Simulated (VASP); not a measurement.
# Se (Pm-3m) in VASP: a series of runs

The runs below take Se through relaxation of cell and atoms, single point, with BLYP.

Everything below comes from runs of VASP 6.6.1. Logs are shortened: lines on timing, memory, paths and dates and some standing lists are left out, and cuts for length are marked.

## 1. The cell of the first run

The structure is cubic, space group Pm-3m (No. 221). Conventional cell: a = 2.866 Å, b = 2.866 Å, c = 2.866 Å, α = 90.00°, β = 90.00°, γ = 90.00°. Se (site symmetry m-3m) has 6 Se at 2.87 Å within 3.8 Å.

## 2. Relaxation of cell and atoms, BLYP

Input file INCAR:

```
SYSTEM = Se
AGGAC = 1.0
AGGAX = 1.0
ALDAC = 0.0
ALDAX = 1.0
ALGO = Normal
EDIFF = 1E-6
EDIFFG = -0.01
ENCUT = 600
GGA = B5
IBRION = 2
ISIF = 3
ISMEAR = -1
LASPH = .True.
LCHARG = .False.
LREAL = .False.
LWAVE = .False.
NELM = 60
NSW = 80
PREC = Accurate
SIGMA = 0.1
```

Input file KPOINTS:

```
k-points
0
Gamma
  11 11 11
  0 0 0
```

Input file POSCAR:

```
Se
1.0
    2.8664900032      0.0000000000      0.0000000000
    0.0000000000      2.8664900032      0.0000000000
    0.0000000000      0.0000000000      2.8664900032
Se
1
Direct
    0.0000000000      0.0000000000      0.0000000000
```

Potentials or basis: VASP PAW PBE potentials, release 64 (Se).

The run is started by

```console
cat potpaw_PBE.64/Se/POTCAR > POTCAR
mpirun -np 1 vasp_std > vasp.out
```

OUTCAR:

```text
SYSTEM = Se
   EDIFF = 1E-6
   EDIFFG = -0.01
   ENCUT = 600
   GGA = B5
   IBRION = 2
   ISIF = 3
   ISMEAR = -1
   LASPH = .True.
   LREAL = .False.
   NELM = 60
   NSW = 80
   PREC = Accurate

 ion  position               nearest neighbor table
   1  0.000  0.000  0.000-

  LATTYP: Found a simple cubic cell.
 ALAT       =     2.8664900032

  Lattice vectors:

 A1 = (   2.8664900032,   0.0000000000,   0.0000000000)
 A2 = (   0.0000000000,   2.8664900032,   0.0000000000)
 A3 = (   0.0000000000,   0.0000000000,   2.8664900032)

Analysis of symmetry for initial positions (statically):
=====================================================================
 Subroutine PRICEL returns:
 Original cell was already a primitive cell.

 Routine SETGRP: Setting up the symmetry group for a
 simple cubic supercell.

 Subroutine GETGRP returns: Found 48 space group operations
[... 9 lines left out ...]

 Routine SETGRP: Setting up the symmetry group for a
 simple cubic supercell.

 Subroutine GETGRP returns: Found 48 space group operations
[... 11 lines left out ...]
                                     Primitive cell

  volume of cell :      23.5533

  direct lattice vectors                    reciprocal lattice vectors
     2.866490003  0.000000000  0.000000000     0.348858708  0.000000000  0.000000000
     0.000000000  2.866490003  0.000000000     0.000000000  0.348858708  0.000000000
     0.000000000  0.000000000  2.866490003     0.000000000  0.000000000  0.348858708

  length of vectors
     2.866490003  2.866490003  2.866490003     0.348858708  0.348858708  0.348858708

  position of ions in fractional coordinates (direct lattice)
     0.000000000  0.000000000  0.000000000

  ion indices of the primitive-cell ions
   primitive index   ion index
                 1           1

----------------------------------------------------------------------------------------

 KPOINTS: k-points

Automatic generation of k-mesh.
 Grid dimensions read from file:
 generate k-points for:   11   11   11

 Generating k-lattice:

  Cartesian coordinates                     Fractional coordinates (reciprocal lattice)
     0.031714428  0.000000000  0.000000000     0.090909091  0.000000000  0.000000000
     0.000000000  0.031714428  0.000000000     0.000000000  0.090909091  0.000000000
     0.000000000  0.000000000  0.031714428     0.000000000  0.000000000  0.090909091

  Length of vectors
     0.031714428  0.031714428  0.031714428

  Shift w.r.t. Gamma in fractional coordinates (k-lattice)
     0.000000000  0.000000000  0.000000000

 Subroutine IBZKPT returns following result:
 ===========================================

 Found     56 irreducible k-points:

 Following reciprocal coordinates:
            Coordinates               Weight
  0.000000  0.000000  0.000000      1.000000
  0.090909  0.000000  0.000000      6.000000
  0.181818  0.000000  0.000000      6.000000
  0.272727  0.000000  0.000000      6.000000
  0.363636  0.000000  0.000000      6.000000
  0.454545  0.000000  0.000000      6.000000
[... 16 lines left out ...]
  0.181818  0.090909  0.090909     24.000000
  0.272727  0.090909  0.090909     24.000000
 [... further k-points ...]
   k-points           NKPTS =     56   k-points in BZ     NKDIM =     56   number of bands    NBANDS=      7
   number of dos      NEDOS =    301   number of ions     NIONS =      1
   total plane-waves  NPLWV =  13824
   dimension x,y,z NGX =    24 NGY =   24 NGZ =   24
   dimension x,y,z NGXF=    48 NGYF=   48 NGZF=   48
   ions per type =               1
   NGX,Y,Z   is equivalent  to a cutoff of  13.92, 13.92, 13.92 a.u.
   NGXF,Y,Z  is equivalent  to a cutoff of  27.84, 27.84, 27.84 a.u.
 SYSTEM =  Se
   PREC   = accura    normal or accurate (medium, high low for compatibility)
   ISTART =      0    job   : 0-new  1-cont  2-samecut
   ICHARG =      2    charge: 1-file 2-atom 10-const
   ISPIN  =      1    spin polarized calculation?
   LNONCOLLINEAR =      F non collinear calculations
   LSORBIT =      F    spin-orbit coupling
   LASPH  =      T    aspherical Exc in radial PAW
   ENCUT  =  600.0 eV  44.10 Ry    6.64 a.u.   5.73  5.73  5.73*2*pi/ulx,y,z
   NELM   =     60;   NELMIN=  2; NELMDL= -5     # of ELM steps
   EDIFF  = 0.1E-05   stopping-criterion for ELM
   LREAL  =      F    real-space projection
   EDIFFG = -.1E-01   stopping-criterion for IOM
   NSW    =     80    number of steps for IOM
   IBRION =      2    ionic relax: 0-MD 1-quasi-New 2-CG
   NFREE  =      1    steps in history (QN), initial steepest desc. (CG)
   ISIF   =      3    stress and relaxation
   ISYM   =      2    0-nonsym 1-usesym 2-fastsym
   POTIM  = 0.5000    time-step for ionic-motion
   TEBEG  =    0.0;   TEEND  =   0.0 temperature during run
   PSTRESS=    0.0 pullay stress
   NELECT =       6.0000    total number of electrons
   NUPDOWN=      -1.0000    fix difference up-down
   EMIN   =  10.00;   EMAX   =-10.00  energy-range for DOS
   EFERMI =   0.00;   METHOD = LEGACY
   ISMEAR =    -1;   SIGMA  =   0.10  broadening in eV -4-tet -1-fermi 0-gaus
   EFERMI_NEDOS =   21; number of points for ismear=-14 and -15
   IALGO  =     38    algorithm
   IMIX   =      4    mixing-type and parameters
     AMIX     =   0.40;   BMIX     =  1.00
     AMIX_MAG =   1.60;   BMIX_MAG =  1.00
  volume/ion in A,a.u.               =      23.55       158.95
  Fermi-wavevector in a.u.,A,eV,Ry     =   1.037787  1.961133 14.653495  1.077001
  Thomas-Fermi vector in A             =   2.172241
   LORBIT       =      0    0 simple, 1 ext, 2 COOP (PROOUT), +10 PAW based schemes
   GGA     = B5    functional components
   LHFCALC =     F    Hartree Fock is set to
   AEXX    =    0.0000 exact exchange contribution
   IVDW    =     0    specifies the selected vdW correction
   LEPSILON=     F    determine dielectric tensor
   LRPA    =     F    only Hartree local field effects (RPA)
 conjugate gradient relaxation of ions
 non-spin polarized calculation
  energy-cutoff  :      600.00
  volume of cell :       23.55
 maximum number of plane-waves:       804
 NGX is ok and might be reduce to    24
   NGX = 11   NGY = 11   NGZ = 11

--------------------------------------- Ionic step        1  -------------------------------------------

 number of electron       5.9999999 magnetization

 Free energy of the ion-electron system (eV)
  ---------------------------------------------------
  ext. energy  EPLUGINS =         0.00000000
  ---------------------------------------------------
  free energy    TOTEN  =        -2.75542110 eV

  energy without entropy =       -2.73826756  energy(sigma->0) =       -2.74684433

------------------------ aborting loop because EDIFF is reached ----------------------------------------

  FORCE on cell =-STRESS in cart. coord.  units (eV):
  Direction    XX          YY          ZZ          XY          YZ          ZX
  --------------------------------------------------------------------------------------
  -------------------------------------------------------------------------------------
  Total        0.4261843      0.4261843      0.4261843      0.0000000      0.0000000     -0.0000000
  in kB       28.9905699     28.9905699     28.9905699      0.0000000      0.0000000     -0.0000000
  external PRESSURE =      28.9905699 kB  Pullay stress =       0.0000000 kB
[... 55 lines left out ...]
  energy  without entropy=       -2.7452230321  energy(sigma->0) =       -2.75473875

--------------------------------------- Ionic step        3  -------------------------------------------

 number of electron       6.0000001 magnetization

 Free energy of the ion-electron system (eV)
  ---------------------------------------------------
  ext. energy  EPLUGINS =         0.00000000
  ---------------------------------------------------
  free energy    TOTEN  =        -2.76515103 eV

  energy without entropy =       -2.74658732  energy(sigma->0) =       -2.75586918

 E-fermi :   4.0518     XC(G=0):  -8.9079

 val. band max:        3.9314087264   @ k =   0.3636   0.1818   0.1818
 cond. band min:       4.0869455449   @ k =   0.4545   0.1818   0.1818
 fundamental gap:      0.1555368185
 Fermi energy:         4.0517823201

 k-point     1 :       0.0000    0.0000    0.0000
  band No.  band energies     occupation
      1     -11.2180      2.00000
      2       5.2999      0.00001
      3       5.2999      0.00001
      4       5.2999      0.00001
      5      11.8276      0.00000
      6      12.1778      0.00000
      7      12.1778      0.00000
[... 221 lines left out ...]
 k-point    24 :       0.2727    0.0909    0.0909
  band No.  band energies     occupation
      1     -10.1767      2.00000
      2       0.6870      2.00000
      3       5.0498      0.00009
      4       5.0727      0.00007
      5      14.0482      0.00000
      6      14.3924      0.00000
      7      17.1511      0.00000

 [... further k-points ...]

------------------------ aborting loop because EDIFF is reached ----------------------------------------

  FORCE on cell =-STRESS in cart. coord.  units (eV):
  Direction    XX          YY          ZZ          XY          YZ          ZX
  --------------------------------------------------------------------------------------
  -------------------------------------------------------------------------------------
  Total        0.0013092      0.0013092      0.0013092      0.0000000      0.0000000      0.0000000
  in kB        0.0850106      0.0850106      0.0850106      0.0000000      0.0000000      0.0000000
  external PRESSURE =       0.0850106 kB  Pullay stress =       0.0000000 kB
[... 16 lines left out ...]
  FREE ENERGIE OF THE ION-ELECTRON SYSTEM (eV)
  ---------------------------------------------------
  free  energy   TOTEN  =        -2.7651510348 eV

  energy  without entropy=       -2.7465873248  energy(sigma->0) =       -2.75586918

 reached required accuracy - stopping structural energy minimisation
```

It took 13 s on 1 thread of Intel Xeon 6975P-C (Granite Rapids), shared host; peak memory 0.14 GiB.

Results:

```yaml
Free_energy: -2.7652 eV
Relaxed_volume: 24.67 Å³/atom
Relaxed_cell: a = 2.911 Å, b = 2.911 Å, c = 2.911 Å, α = 90.00°, β = 90.00°, γ = 90.00°
Space_group_after_relaxing_to_0.05_Å: Pm-3m (No. 221)
Energy_gained_by_relaxing: 9.7 meV/atom
Ionic_steps: 3
Pressure_after_relaxing: 0.0 GPa
Band_gap_on_the_k_mesh: zero (band 3 reaches 6.45 eV, above the bottom of band 4 at 1.15 eV)
```

Step by step:
```csv
step,energy change (eV),largest force (eV/Å),pressure (GPa),volume (Å³)
1,0.0000,0.0000,2.90,23.55
2,-0.0088,0.0000,-0.79,25.04
3,-0.0097,0.0000,0.01,24.67
```

Final structure:
```yaml
crystal:
  lattice:
    - [2.91124, 0.00000, 0.00000]
    - [0.00000, 2.91124, 0.00000]
    - [0.00000, 0.00000, 2.91124]
  atoms:
    - { symbol: Se, position: [0.00000, 0.00000, 0.00000] }
```

Caveat: the PAW data sets were made with another functional, which shifts forces and pressure a little.

## 3. Single point, BLYP

This run uses another cell than the first one, of 24.61 Å³/atom, 1.045 times its volume.

Input file INCAR:

```
AGGAC = 1.0
AGGAX = 1.0
ALDAC = 0.0
ALDAX = 1.0
ALGO = Normal
EDIFF = 1E-6
ENCUT = 520
GGA = B5
ISIF = 2
ISMEAR = -1
LASPH = True
LCHARG = False
LREAL = False
LWAVE = False
NBANDS = 9
NELM = 60
PREC = Accurate
SIGMA = 0.1
```

Input file KPOINTS:

```
k-points
0
Gamma
  18 18 18
```

Input file POSCAR:

```
Se
1.0
    2.9086586141      0.0000000000      0.0000000000
    0.0000000000      2.9086586141      0.0000000000
    0.0000000000      0.0000000000      2.9086586141
Se
1
Direct
    0.0000000000      0.0000000000      0.0000000000
```

Potentials or basis: VASP PAW PBE potentials, release 64 (Se).

The run is started by

```console
cat potpaw_PBE.64/Se/POTCAR > POTCAR
mpirun -np 1 vasp_std > vasp.out
```

Run time: 13 s. Hardware: 1 thread of Intel Xeon 6975P-C (Granite Rapids), shared host; peak memory 0.17 GiB.

The run converged. Its results:

- Free energy: -2.7610 eV
- Pressure: 0.3 GPa
- Band gap on the k mesh: zero (band 3 reaches 6.52 eV, above the bottom of band 4 at 1.13 eV)

Levels at points of the mesh, in eV from the Fermi level:
| k point | band 1 | band 2 | band 3 | band 4 | band 5 | band 6 | band 7 | band 8 |
| --- | --- | --- | --- | --- | --- | --- | --- | --- |
| (0.00, 0.00, 0.00) | -15.32 | 1.22 | 1.22 | 1.22 | 7.75 | 8.09 | 8.09 | 21.35 |
| (0.50, 0.00, 0.00) | -13.59 | -6.12 | 2.40 | 2.40 | 10.03 | 11.14 | 12.55 | 13.46 |
| (0.50, 0.50, 0.00) | -11.88 | -4.45 | -4.45 | 3.48 | 3.74 | 12.93 | 15.44 | 15.44 |
| (0.50, 0.50, 0.50) | -10.17 | -2.99 | -2.99 | -2.99 | 6.38 | 6.38 | 6.38 | 10.58 |

Caveat: the PAW data sets were made with another functional, which shifts forces and pressure a little.
